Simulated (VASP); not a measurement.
# Pt in VASP: further runs

Runs on Pt. Level: PBE. Tasks: single point.

Program: VASP 6.6.1. These are calculated values, not measurements. Logs are shortened: lines on timing, memory, paths and dates and some standing lists are left out, and cuts for length are marked.

## (1) The cell of the first run

The cell holds a wire with vacuum, 5 atoms: a = 13.200 Å, b = 13.300 Å, c = 2.616 Å, α = 90.00°, β = 90.00°, γ = 90.00°.

## (2) Single point, PBE

Input file INCAR:

```
  PREC = Accurate
  ENCUT = 520
  EDIFF = 1E-7
  ISMEAR = 0
  SIGMA = 0.05
  LREAL = F
  LASPH = T
  NELM = 100
  ALGO = Normal
  ISIF = 2
  LWAVE = F
  LCHARG = T
  GGA = PE
  LELF = T
  LVHAR = T
  NBANDS = 33
```

Input file KPOINTS:

```
regular mesh
0
Gamma
  1 1 19
```

Input file POSCAR:

```
Pt
1.0
   13.2000000000      0.0000000000      0.0000000000
    0.0000000000     13.3000000000      0.0000000000
    0.0000000000      0.0000000000      2.6156003620
Pt
5
Direct
    0.5483319963      0.6320540658      0.0000000000
    0.5548888992      0.3709577759      0.0000000000
    0.4247960323      0.4890366796      0.5000000000
    0.6715049636      0.5075582544      0.5000000000
    0.3536465651      0.6496456288      0.0000000000
```

Potentials or basis: VASP PAW PBE potentials, release 64 (Pt).

Run with:

```
> cat potpaw_PBE.64/Pt/POTCAR > POTCAR
> mpirun -np 1 vasp_std > vasp.out
```

OUTCAR:

```text
PREC = Accurate
   ENCUT = 520
   EDIFF = 1E-7
   ISMEAR = 0
   LREAL = F
   LASPH = T
   NELM = 100
   ISIF = 2
   GGA = PE

 ion  position               nearest neighbor table
   1  0.548  0.632  0.000-   5 2.58   4 2.66   4 2.66   3 2.83   3 2.83   2 3.47
   2  0.555  0.371  0.000-   3 2.67   3 2.67   4 2.72   4 2.72   1 3.47
   3  0.425  0.489  0.500-   2 2.67   2 2.67   5 2.67   5 2.67   1 2.83   1 2.83   4 3.27
   4  0.672  0.508  0.500-   1 2.66   1 2.66   2 2.72   2 2.72   3 3.27
   5  0.354  0.650  0.000-   1 2.58   3 2.67   3 2.67

  LATTYP: Found a simple orthorhombic cell.
 ALAT       =     2.6156003620
 B/A-ratio  =     5.0466425192
 C/A-ratio  =     5.0848746595

  Lattice vectors:

 A1 = (   0.0000000000,   0.0000000000,   2.6156003620)
 A2 = (  13.2000000000,   0.0000000000,   0.0000000000)
 A3 = (   0.0000000000,  13.3000000000,   0.0000000000)

Analysis of symmetry for initial positions (statically):
=====================================================================
 Subroutine PRICEL returns:
 Original cell was already a primitive cell.

 Routine SETGRP: Setting up the symmetry group for a
 simple orthorhombic supercell.

 Subroutine GETGRP returns: Found  2 space group operations
 (whereof  2 operations were pure point group operations)
 out of a pool of  8 trial point group operations.

The static configuration has the point symmetry C_1h.

Analysis of symmetry for dynamics (positions and initial velocities):
=====================================================================
 Subroutine PRICEL returns:
 Original cell was already a primitive cell.

 Routine SETGRP: Setting up the symmetry group for a
 simple orthorhombic supercell.

 Subroutine GETGRP returns: Found  2 space group operations
 (whereof  2 operations were pure point group operations)
 out of a pool of  8 trial point group operations.

The dynamic configuration has the point symmetry C_1h.

 Subroutine INISYM returns: Found  2 space group operations
 (whereof  2 operations are pure point group operations),
 and found     1 'primitive' translations

----------------------------------------------------------------------------------------

                                     Primitive cell

  volume of cell :     459.1948

  direct lattice vectors                    reciprocal lattice vectors
    13.200000000  0.000000000  0.000000000     0.075757576  0.000000000  0.000000000
     0.000000000 13.300000000  0.000000000     0.000000000  0.075187970  0.000000000
     0.000000000  0.000000000  2.615600362     0.000000000  0.000000000  0.382321403

  length of vectors
    13.200000000 13.300000000  2.615600362     0.075757576  0.075187970  0.382321403

  position of ions in fractional coordinates (direct lattice)
     0.548331996  0.632054066  0.000000000
     0.554888899  0.370957776  0.000000000
     0.424796032  0.489036680  0.500000000
     0.671504964  0.507558254  0.500000000
     0.353646565  0.649645629  0.000000000

  ion indices of the primitive-cell ions
   primitive index   ion index
                 1           1
                 2           2
                 3           3
                 4           4
                 5           5

----------------------------------------------------------------------------------------

 KPOINTS: regular mesh

Automatic generation of k-mesh.
 Grid dimensions read from file:
 generate k-points for:    1    1   19

 Generating k-lattice:

  Cartesian coordinates                     Fractional coordinates (reciprocal lattice)
     0.075757576  0.000000000  0.000000000     1.000000000  0.000000000  0.000000000
     0.000000000  0.075187970  0.000000000     0.000000000  1.000000000  0.000000000
     0.000000000  0.000000000  0.020122179     0.000000000  0.000000000  0.052631579

  Length of vectors
     0.075757576  0.075187970  0.020122179

  Shift w.r.t. Gamma in fractional coordinates (k-lattice)
     0.000000000  0.000000000  0.000000000

 Subroutine IBZKPT returns following result:
 ===========================================

 Found     10 irreducible k-points:

 Following reciprocal coordinates:
            Coordinates               Weight
  0.000000  0.000000  0.000000      1.000000
  0.000000  0.000000  0.052632      2.000000
  0.000000  0.000000  0.105263      2.000000
  0.000000  0.000000  0.157895      2.000000
  0.000000  0.000000  0.210526      2.000000
  0.000000  0.000000  0.263158      2.000000
  0.000000  0.000000  0.315789      2.000000
  0.000000  0.000000  0.368421      2.000000
  0.000000  0.000000  0.421053      2.000000
  0.000000  0.000000  0.473684      2.000000
   k-points           NKPTS =     10   k-points in BZ     NKDIM =     10   number of bands    NBANDS=     33
   number of dos      NEDOS =    301   number of ions     NIONS =      5
   total plane-waves  NPLWV = 196000
   dimension x,y,z NGX =    98 NGY =  100 NGZ =   20
   dimension x,y,z NGXF=   196 NGYF=  200 NGZF=   40
   ions per type =               5
   NGX,Y,Z   is equivalent  to a cutoff of  12.34, 12.50, 12.71 a.u.
   NGXF,Y,Z  is equivalent  to a cutoff of  24.69, 25.00, 25.42 a.u.
 SYSTEM =  unknown system
   PREC   = accura    normal or accurate (medium, high low for compatibility)
   ISTART =      0    job   : 0-new  1-cont  2-samecut
   ICHARG =      2    charge: 1-file 2-atom 10-const
   ISPIN  =      1    spin polarized calculation?
   LNONCOLLINEAR =      F non collinear calculations
   LSORBIT =      F    spin-orbit coupling
   LASPH  =      T    aspherical Exc in radial PAW
   ENCUT  =  520.0 eV  38.22 Ry    6.18 a.u.  24.54 24.73  4.86*2*pi/ulx,y,z
   NELM   =    100;   NELMIN=  2; NELMDL= -5     # of ELM steps
   EDIFF  = 0.1E-06   stopping-criterion for ELM
   LREAL  =      F    real-space projection
   EDIFFG = 0.1E-05   stopping-criterion for IOM
   NSW    =      0    number of steps for IOM
   IBRION =     -1    ionic relax: 0-MD 1-quasi-New 2-CG
   NFREE  =      0    steps in history (QN), initial steepest desc. (CG)
   ISIF   =      2    stress and relaxation
   ISYM   =      2    0-nonsym 1-usesym 2-fastsym
   POTIM  = 0.5000    time-step for ionic-motion
   TEBEG  =    0.0;   TEEND  =   0.0 temperature during run
   PSTRESS=    0.0 pullay stress
   NELECT =      50.0000    total number of electrons
   NUPDOWN=      -1.0000    fix difference up-down
   EMIN   =  10.00;   EMAX   =-10.00  energy-range for DOS
   EFERMI =   0.00;   METHOD = LEGACY
   ISMEAR =     0;   SIGMA  =   0.05  broadening in eV -4-tet -1-fermi 0-gaus
   EFERMI_NEDOS =   21; number of points for ismear=-14 and -15
   IALGO  =     38    algorithm
   IMIX   =      4    mixing-type and parameters
     AMIX     =   0.40;   BMIX     =  1.00
     AMIX_MAG =   1.60;   BMIX_MAG =  1.00
  volume/ion in A,a.u.               =      91.84       619.76
  Fermi-wavevector in a.u.,A,eV,Ry     =   0.781746  1.477286  8.314892  0.611127
  Thomas-Fermi vector in A             =   1.885328
   LORBIT       =      0    0 simple, 1 ext, 2 COOP (PROOUT), +10 PAW based schemes
   GGA     = PE    functional components
   LHFCALC =     F    Hartree Fock is set to
   AEXX    =    0.0000 exact exchange contribution
   IVDW    =     0    specifies the selected vdW correction
   LEPSILON=     F    determine dielectric tensor
   LRPA    =     F    only Hartree local field effects (RPA)
 non-spin polarized calculation
 Gauss-broadening in eV      SIGMA  =   0.05
  energy-cutoff  :      520.00
  volume of cell :      459.19
 maximum number of plane-waves:     12430
 NGX is ok and might be reduce to    98
   NGX = 49   NGY = 49   NGZ =  9

 number of electron      50.0000004 magnetization

 Free energy of the ion-electron system (eV)
  ---------------------------------------------------
  ext. energy  EPLUGINS =         0.00000000
  ---------------------------------------------------
  free energy    TOTEN  =       -24.61051475 eV

  energy without entropy =      -24.59631581  energy(sigma->0) =      -24.60341528

 E-fermi :  -2.6789     XC(G=0):  -3.4508

 val. band max:       -2.6869072509   @ k =   0.0000   0.0000   0.2105
 cond. band min:      -2.6557149833   @ k =   0.0000   0.0000   0.2632
 fundamental gap:      0.0311922676
 Fermi energy:        -2.6788518822

 k-point     1 :       0.0000    0.0000    0.0000
  band No.  band energies     occupation
      1     -10.4626      2.00000
      2      -9.2189      2.00000
      3      -9.0723      2.00000
      4      -8.8976      2.00000
      5      -8.4768      2.00000
      6      -7.5123      2.00000
[... 25 lines left out ...]
     32      -0.0572      0.00000
     33       0.8409      0.00000

 k-point     2 :       0.0000    0.0000    0.0526
  band No.  band energies     occupation
      1     -10.3710      2.00000
      2      -9.1148      2.00000
      3      -8.9629      2.00000
      4      -8.7906      2.00000
      5      -8.3690      2.00000
      6      -7.4780      2.00000
[... 25 lines left out ...]
     32       0.1806      0.00000
     33       1.0105      0.00000

 k-point     3 :       0.0000    0.0000    0.1053
  band No.  band energies     occupation
      1     -10.1083      2.00000
      2      -8.8193      2.00000
      3      -8.6494      2.00000
      4      -8.4803      2.00000
      5      -8.0647      2.00000
      6      -7.3643      2.00000
[... 25 lines left out ...]
     32       0.7269      0.00000
     33       1.4435      0.00000

 k-point     4 :       0.0000    0.0000    0.1579
  band No.  band energies     occupation
      1      -9.7129      2.00000
      2      -8.4010      2.00000
      3      -8.1919      2.00000
      4      -8.0040      2.00000
      5      -7.6393      2.00000
      6      -7.1249      2.00000
[... 169 lines left out ...]
     32       4.2256      0.00000
     33       4.6369      0.00000

 k-point     9 :       0.0000    0.0000    0.4211
  band No.  band energies     occupation
      1      -8.3657      2.00000
      2      -8.2054      2.00000
      3      -7.9723      2.00000
      4      -7.7820      2.00000
      5      -7.3964      2.00000
      6      -7.2835      2.00000
[... 25 lines left out ...]
     32       4.3670      0.00000
     33       4.6137      0.00000

 k-point    10 :       0.0000    0.0000    0.4737
  band No.  band energies     occupation
      1      -8.3613      2.00000
      2      -8.3084      2.00000
      3      -7.9772      2.00000
      4      -7.9083      2.00000
      5      -7.4824      2.00000
      6      -7.3827      2.00000
[... 25 lines left out ...]
     32       3.8649      0.00000
     33       3.9654      0.00000

------------------------ aborting loop because EDIFF is reached ----------------------------------------

  FORCE on cell =-STRESS in cart. coord.  units (eV):
  Direction    XX          YY          ZZ          XY          YZ          ZX
  --------------------------------------------------------------------------------------
  -------------------------------------------------------------------------------------
  Total       -0.1831103     -0.1983462     -0.2708306     -0.0067908      0.0000000      0.0000000
  in kB       -0.6388904     -0.6920499     -0.9449554     -0.0236938      0.0000000      0.0000000
  external PRESSURE =      -0.7586319 kB  Pullay stress =       0.0000000 kB

 VOLUME and BASIS-vectors are now :
 -----------------------------------------------------------------------------
  energy-cutoff  :      520.00
  volume of cell :      459.19
      direct lattice vectors                 reciprocal lattice vectors
    13.200000000  0.000000000  0.000000000     0.075757576  0.000000000  0.000000000
     0.000000000 13.300000000  0.000000000     0.000000000  0.075187970  0.000000000
     0.000000000  0.000000000  2.615600362     0.000000000  0.000000000  0.382321403

 POSITION                                       TOTAL-FORCE (eV/Angst)
 -----------------------------------------------------------------------------------
      7.23798      8.40632      0.00000        -0.029457     -0.034771      0.000000
      7.32453      4.93374      0.00000        -0.004390      0.018346      0.000000
      5.60731      6.50419      1.30780         0.026257      0.034395      0.000000
      8.86387      6.75052      1.30780        -0.014511      0.000246      0.000000
      4.66813      8.64029      0.00000         0.022101     -0.018215      0.000000
 -----------------------------------------------------------------------------------
    total drift:                                0.000099     -0.000017     -0.000000

  FREE ENERGIE OF THE ION-ELECTRON SYSTEM (eV)
  ---------------------------------------------------
  free  energy   TOTEN  =       -24.6105147492 eV

  energy  without entropy=      -24.5963158060  energy(sigma->0) =      -24.60341528
```

Run time: 4.1 min. Hardware: 1 thread of Intel Xeon Platinum 8259CL at 2.50GHz (Skylake/Cascade Lake), shared host; peak memory 0.5 GiB.

Results:

* Free energy: -24.6105 eV
* Largest force: 0.046 eV/Å
* Band gap on the k mesh: zero (band 25 reaches -2.09 eV, above the bottom of band 26 at -2.83 eV)

Forces in eV/Å, atoms in the order of the input:
```
Pt  -0.029 -0.035  0.000
Pt  -0.004  0.018  0.000
Pt   0.026  0.034  0.000
Pt  -0.015  0.000  0.000
Pt   0.022 -0.018  0.000
```

Caveat: spin-orbit coupling is left out, which moves the levels of the heavy elements.

## (3) Single point, PBE

This run uses another cell than the first one, of 98.57 Å³/atom, 1.073 times its volume.

Input file INCAR:

```
PREC = Accurate
ENCUT = 520
EDIFF = 1E-6
ISMEAR = 0
SIGMA = 0.05
LREAL = F
LASPH = T
NELM = 80
ALGO = Normal
ISIF = 2
LWAVE = F
LCHARG = F
GGA = PE
NBANDS = 33
```

Input file KPOINTS:

```
Automatic mesh
0
Gamma
  1 1 19
```

Input file POSCAR:

```
Pt
1.0
   13.2000000000      0.0000000000      0.0000000000
    0.0000000000     13.3000000000      0.0000000000
    0.0000000000      0.0000000000      2.8072945027
Pt
5
Direct
    0.5531684565      0.6492524045      0.0000000000
    0.5531684565      0.3507475955      0.0000000000
    0.4468315435      0.5000000000      0.5000000000
    0.6595053695      0.5000000000      0.5000000000
    0.3404946305      0.6492524045      0.0000000000
```

Potentials or basis: VASP PAW PBE potentials, release 64 (Pt).

Run with:

```
> cat potpaw_PBE.64/Pt/POTCAR > POTCAR
> mpirun -np 1 vasp_std > vasp.out
```

Run time: 5.1 min. Hardware: 1 thread of Intel Xeon Platinum 8259CL at 2.50GHz (Skylake/Cascade Lake), shared host; peak memory 0.56 GiB.

It converged, with:

```
Free energy            : -23.5519 eV
Largest force          : 1.886 eV/Å
Band gap on the k mesh : zero (band 25 reaches -2.63 eV, above the bottom of band 26 at -3.07 eV)
```

Forces in eV/Å, atoms in the order of the input:
```
Pt  -0.467 -0.921  0.000
Pt  -0.039  1.434  0.000
Pt  -0.277  0.234  0.000
Pt  -0.872  0.158  0.000
Pt   1.655 -0.905  0.000
```

Levels at points of the mesh, in eV from the Fermi level:
```csv
k point,band 22,band 23,band 24,band 25,band 26,band 27,band 28,band 29
"(0.00, 0.00, 0.00)",-0.53,-0.35,-0.24,0.00,0.09,0.26,0.36,0.58
```

Caveat: spin-orbit coupling is left out, which moves the levels of the heavy elements.
